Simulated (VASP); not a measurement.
Crystal: HfSi.

```
Hf Si
1.0
     2.98175    0.00000    0.00000
     0.00000    2.98175    0.00000
     0.00000    0.00000    3.90822
Hf Si
1 1
Direct
  0.50000 0.50000 0.50000
  0.00000 0.00000 0.00000
```

* Program: VASP 6.6.1
* Task: relaxation of cell and atoms
* Functional: r2SCAN
* Potentials or basis: VASP PAW PBE potentials, release 64 (Hf_pv, Si)
* Cutoff: 600 eV
* k mesh: 18 × 18 × 14
* Occupations: gaussian, width 0.1 eV
* Spin: no spin polarisation

At the start: pressure -2.8 GPa; volume 17.37 Å³/atom.

**Question.** Where does the relaxation end?

**Answer.** Over 5 steps the energy falls by 3.4 meV/atom and the volume is 17.01 Å³/atom (-2.1 %); space group P4/mmm (No. 123, to 0.1 Å) before and after.

Step by step:
```
step  energy change (eV)  largest force (eV/Å)  pressure (GPa)  volume (Å³)
   1              0.0000                0.0000           -2.84        34.75
   2              0.0021                0.0000            3.54        33.22
   3             -0.0067                0.0000            0.00        34.03
   4             -0.0067                0.0000            0.06        34.01
   5             -0.0067                0.0000            0.05        34.02
```

Final structure:
```
Hf Si
1.0
     2.96465    0.00000    0.00000
     0.00000    2.96465    0.00000
     0.00000    0.00000    3.87078
Hf Si
1 1
Direct
  0.50000 0.50000 0.50000
  0.00000 0.00000 0.00000
```

Caveat: the PAW data sets were made with another functional, which shifts forces and pressure a little.
